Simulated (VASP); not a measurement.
# ZnMo3 (Pm-3m) in VASP: further runs, part 2 of 2

VASP 6.6.1. Earlier steps stand in the parts before.

**3. Single point, PBE**

This run uses another cell than the first one, of 16.40 Å³/atom.

Contents of INCAR:

```
SYSTEM = ZnMo3
PREC = Accurate
ENCUT = 520
EDIFF = 1E-7
ISMEAR = 1
SIGMA = 0.1
LREAL = .False.
LASPH = .True.
NELM = 60
ALGO = Normal
ISIF = 2
LWAVE = .False.
LCHARG = .True.
GGA = PE
LELF = .True.
LVHAR = .True.
NBANDS = 35
```

Contents of KPOINTS:

```
regular mesh
0
Gamma
  6 6 6
  0 0 0
```

Contents of POSCAR:

```
ZnMo3
1.0
    4.0330938797      0.0000000000      0.0000000000
    0.0000000000      4.0330938797      0.0000000000
    0.0000000000      0.0000000000      4.0330938797
Zn Mo
1 3
Direct
    0.0000000000      0.0000000000      0.0000000000
    0.0000000000      0.5000000000      0.5000000000
    0.5000000000      0.0000000000      0.5000000000
    0.5000000000      0.5000000000      0.0000000000
```

Potentials or basis: VASP PAW PBE potentials, release 64 (Zn, Mo_sv).

Started as:

```console
$ cat potpaw_PBE.64/Zn/POTCAR potpaw_PBE.64/Mo_sv/POTCAR > POTCAR
$ mpirun -np 1 vasp_std > vasp.out
```

OUTCAR:

```text
SYSTEM = ZnMo3
   PREC = Accurate
   ENCUT = 520
   EDIFF = 1E-7
   ISMEAR = 1
   LREAL = .False.
   LASPH = .True.
   NELM = 60
   ISIF = 2
   GGA = PE

 ion  position               nearest neighbor table
   1  0.000  0.000  0.000-   2 2.85   3 2.85   4 2.85   2 2.85   3 2.85   2 2.85   4 2.85   2 2.85
                             3 2.85   4 2.85   3 2.85   4 2.85
   2  0.000  0.500  0.500-   1 2.85   3 2.85   4 2.85   1 2.85   4 2.85   1 2.85   3 2.85   1 2.85
                             3 2.85   4 2.85   4 2.85   3 2.85
   3  0.500  0.000  0.500-   1 2.85   2 2.85   4 2.85   1 2.85   4 2.85   2 2.85   4 2.85   4 2.85
                             1 2.85   2 2.85   1 2.85   2 2.85
   4  0.500  0.500  0.000-   1 2.85   2 2.85   3 2.85   2 2.85   3 2.85   1 2.85   3 2.85   3 2.85
                             1 2.85   2 2.85   2 2.85   1 2.85

  LATTYP: Found a simple cubic cell.
 ALAT       =     4.0330938797

  Lattice vectors:

 A1 = (   4.0330938797,   0.0000000000,   0.0000000000)
 A2 = (   0.0000000000,   4.0330938797,   0.0000000000)
 A3 = (   0.0000000000,   0.0000000000,   4.0330938797)

Analysis of symmetry for initial positions (statically):
=====================================================================
 Subroutine PRICEL returns:
 Original cell was already a primitive cell.

 Routine SETGRP: Setting up the symmetry group for a
 simple cubic supercell.

 Subroutine GETGRP returns: Found 48 space group operations
 (whereof 48 operations were pure point group operations)
 out of a pool of 48 trial point group operations.

The static configuration has the point symmetry O_h .

Analysis of symmetry for dynamics (positions and initial velocities):
=====================================================================
 Subroutine PRICEL returns:
 Original cell was already a primitive cell.

 Routine SETGRP: Setting up the symmetry group for a
 simple cubic supercell.

 Subroutine GETGRP returns: Found 48 space group operations
 (whereof 48 operations were pure point group operations)
 out of a pool of 48 trial point group operations.

[... 120 lines left out ...]
  volume/ion in A,a.u.               =      16.40       110.68
  Fermi-wavevector in a.u.,A,eV,Ry     =   1.534268  2.899345 32.027798  2.353977
  Thomas-Fermi vector in A             =   2.641219
   LORBIT       =      0    0 simple, 1 ext, 2 COOP (PROOUT), +10 PAW based schemes
   GGA     = PE    functional components
   LHFCALC =     F    Hartree Fock is set to
   AEXX    =    0.0000 exact exchange contribution
   IVDW    =     0    specifies the selected vdW correction
   LEPSILON=     F    determine dielectric tensor
   LRPA    =     F    only Hartree local field effects (RPA)
 non-spin polarized calculation
 Methfessel and Paxton  Order N= 1 SIGMA  =   0.10
  energy-cutoff  :      520.00
  volume of cell :       65.60
 maximum number of plane-waves:      1791
 NGX is ok and might be reduce to    30
   NGX = 15   NGY = 15   NGZ = 15

 number of electron      54.0000030 magnetization

 Free energy of the ion-electron system (eV)
  ---------------------------------------------------
  ext. energy  EPLUGINS =         0.00000000
  ---------------------------------------------------
  free energy    TOTEN  =       -33.01001281 eV

  energy without entropy =      -33.01018408  energy(sigma->0) =      -33.01006990

 E-fermi :   9.3351     XC(G=0): -12.6609

 val. band max:        9.3131077978   @ k =   0.3333   0.0000   0.0000
 cond. band min:       9.3544715112   @ k =   0.5000   0.3333   0.0000
 fundamental gap:      0.0413637134
 Fermi energy:         9.3350547292

 k-point     1 :       0.0000    0.0000    0.0000
  band No.  band energies     occupation
      1     -51.7639      2.00000
      2     -51.5633      2.00000
      3     -51.5633      2.00000
      4     -26.1223      2.00000
      5     -26.1223      2.00000
      6     -26.1223      2.00000
[... 749 lines left out ...]
     34      12.8486      0.00000
     35      12.8486      0.00000

------------------------ aborting loop because EDIFF is reached ----------------------------------------

  FORCE on cell =-STRESS in cart. coord.  units (eV):
  Direction    XX          YY          ZZ          XY          YZ          ZX
  --------------------------------------------------------------------------------------
  -------------------------------------------------------------------------------------
  Total       -5.4653097     -5.4653097     -5.4653097      0.0000000      0.0000000     -0.0000000
  in kB     -133.4782078   -133.4782078   -133.4782078      0.0000000      0.0000000     -0.0000000
  external PRESSURE =    -133.4782078 kB  Pullay stress =       0.0000000 kB

 VOLUME and BASIS-vectors are now :
 -----------------------------------------------------------------------------
  energy-cutoff  :      520.00
  volume of cell :       65.60
      direct lattice vectors                 reciprocal lattice vectors
     4.033093880  0.000000000  0.000000000     0.247948605  0.000000000  0.000000000
     0.000000000  4.033093880  0.000000000     0.000000000  0.247948605  0.000000000
     0.000000000  0.000000000  4.033093880     0.000000000  0.000000000  0.247948605

 POSITION                                       TOTAL-FORCE (eV/Angst)
 -----------------------------------------------------------------------------------
      0.00000      0.00000      0.00000         0.000000      0.000000      0.000000
      0.00000      2.01655      2.01655         0.000000      0.000000      0.000000
      2.01655      0.00000      2.01655         0.000000      0.000000      0.000000
      2.01655      2.01655      0.00000         0.000000      0.000000      0.000000
 -----------------------------------------------------------------------------------
    total drift:                                0.000000      0.000000     -0.000000

  FREE ENERGIE OF THE ION-ELECTRON SYSTEM (eV)
  ---------------------------------------------------
  free  energy   TOTEN  =       -33.0100128114 eV

  energy  without entropy=      -33.0101840834  energy(sigma->0) =      -33.01006990
```

OSZICAR:

```text
N       E                     dE             d eps       ncg     rms          rms(c)
DAV:   1     0.669896515985E+03    0.66990E+03   -0.31503E+04  1424   0.188E+03
DAV:   2     0.261022672017E+01   -0.66729E+03   -0.65301E+03  1498   0.529E+02
DAV:   3    -0.340733712456E+02   -0.36684E+02   -0.35057E+02  1583   0.129E+02
DAV:   4    -0.351281134917E+02   -0.10547E+01   -0.10299E+01  1639   0.186E+01
DAV:   5    -0.351425808712E+02   -0.14467E-01   -0.14451E-01  1627   0.233E+00    0.195E+01
DAV:   6    -0.332095110986E+02    0.19331E+01   -0.56940E+00  1771   0.237E+01    0.567E+00
DAV:   7    -0.330371140875E+02    0.17240E+00   -0.92423E-01  1784   0.722E+00    0.173E+00
DAV:   8    -0.330159642160E+02    0.21150E-01   -0.85967E-02  1641   0.343E+00    0.118E+00
DAV:   9    -0.330102537684E+02    0.57104E-02   -0.20256E-02  1573   0.117E+00    0.173E-01
DAV:  10    -0.330100551840E+02    0.19858E-03   -0.31347E-03  1703   0.379E-01    0.125E-01
DAV:  11    -0.330100163240E+02    0.38860E-04   -0.59842E-04  1752   0.208E-01    0.293E-02
DAV:  12    -0.330100158661E+02    0.45794E-06   -0.17940E-05  1739   0.362E-02    0.135E-02
DAV:  13    -0.330100129879E+02    0.28781E-05   -0.11525E-05  1749   0.236E-02    0.133E-03
DAV:  14    -0.330100128510E+02    0.13695E-06   -0.33085E-07  1298   0.369E-03    0.362E-04
DAV:  15    -0.330100128114E+02    0.39537E-07   -0.20077E-08   820   0.928E-04
   1 F= -.33010013E+02 E0= -.33010070E+02  d E =0.171272E-03
```

Run time: 92 s. Hardware: 1 thread of Intel Xeon 8259CL, shared host; peak memory 0.19 GiB.

Results:

* Free energy: -33.0100 eV
* Pressure: -13.3 GPa
* Band gap on the k mesh: zero (bands 27 and 28 overlap by 1.36 eV)

Caveat: the cell stands under tension.
